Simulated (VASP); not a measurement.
Runs of VASP 6.6.1 on SnO. The structure is that of space group Pm-3m (No. 221), or close to it. The cells are those of the table. 

```csv
task,cell,k mesh,cutoff (eV),smearing,gap on the mesh (eV),pressure (GPa),relaxed volume (Å³/atom)
relaxation of cell and atoms,"relaxed from a = 3.322 Å, 2 atoms",6 × 6 × 6,600,gaussian 0.1 eV,0.29,0.1,(a)
single point,"a = 3.322 Å, 2 atoms",6 × 6 × 6,520,gaussian 0.1 eV,(b),-11.8,-
relaxation of cell and atoms,"relaxed from a = 3.135 Å, 2 atoms",12 × 12 × 12,600,gaussian 0.01 eV,none,0.0,15.34
single point,"a = 3.131 Å, 2 atoms",12 × 12 × 12,520,gaussian 0.01 eV,none,0.0,-
single point,"a = 3.131 Å, 2 atoms",18 × 18 × 18,520,gaussian 0.1 eV,none,0.0,-
```

Alike in all rows: level PBE; potentials or basis VASP PAW PBE potentials, release 64 (Sn_d, O); no spin polarisation.

Task: Fill in the values left out.

Result: (a) 15.38; (b) 0.57.

Caveats: spin-orbit coupling is left out, which moves the levels of the heavy elements; the volume moved by over 15 % at a fixed basis, so the end points are rough (some runs).

A k mesh can miss the band edges, and the runs leave out spin-orbit coupling on Sn.

A gap of «none» marks levels without a gap at the run's occupations.
